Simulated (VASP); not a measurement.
## Mg2CdSe3: single point with PBE

Mg2CdSe3:

```
Mg Cd Se
1.0
    -2.03380    2.03380    8.62866
     2.03380   -2.03380    8.62866
     2.03380    2.03380   -8.62866
Mg Cd Se
2 1 3
Cartesian
  0.0000 0.0000 14.3811
  0.0000 0.0000 2.8762
  0.0000 0.0000 8.6287
  0.0000 0.0000 0.0000
  0.0000 0.0000 11.5049
  0.0000 0.0000 5.7524
```

* Program: VASP 6.6.1
* Task: single point
* Functional: PBE
* Potentials or basis: VASP PAW PBE potentials, release 64 (Mg, Cd, Se)
* Cutoff: 520 eV
* k mesh: 6 × 6 × 6
* Occupations: gaussian, width 0.1 eV
* Spin: no spin polarisation
* Dipole correction: no
* Further INCAR settings: ALGO = Normal; EDIFF = 1e-06; NBANDS = 26

```yaml
Pressure: -4.1 GPa
Largest_force: 0.263 eV/Å
Band_gap_on_the_k_mesh: 0.58 eV (least direct gap 1.00 eV)
```

Forces in eV/Å, atoms in the order of the input:
```
Mg   0.000  0.000 -0.008
Mg   0.000  0.000  0.008
Cd   0.000  0.000  0.000
Se   0.000  0.000  0.000
Se   0.000  0.000  0.263
Se   0.000  0.000 -0.263
```

Stress tensor (GPa, compression positive):
```
-4.13  0.00  0.00
 0.00 -4.13  0.00
 0.00  0.00 -4.01
```

Levels at points of the mesh, in eV from the valence-band top:
```tsv
k point	band 15	band 16	band 17	band 18	band 19	band 20
(0.00, 0.00, 0.00)	-0.36	-0.36	-0.36	0.64	1.81	2.20
(0.50, 0.00, 0.00)	-0.71	-0.43	0.00	3.25	4.14	4.16
(0.50, 0.50, 0.00)	-2.33	-1.79	-1.79	0.58	2.43	2.77
(0.50, 0.50, 0.50)	-0.84	-0.70	-0.70	0.64	2.97	3.17
```

Run time: 6.8 min on 1 thread of Intel(R) Xeon(R) 6975P-C (Granite Rapids), on a shared host, peak memory 0.72 GiB.

Caveat: the cell stands under tension; semilocal functionals underestimate gaps, and a narrow one can read as zero. A k mesh can miss the band edges.
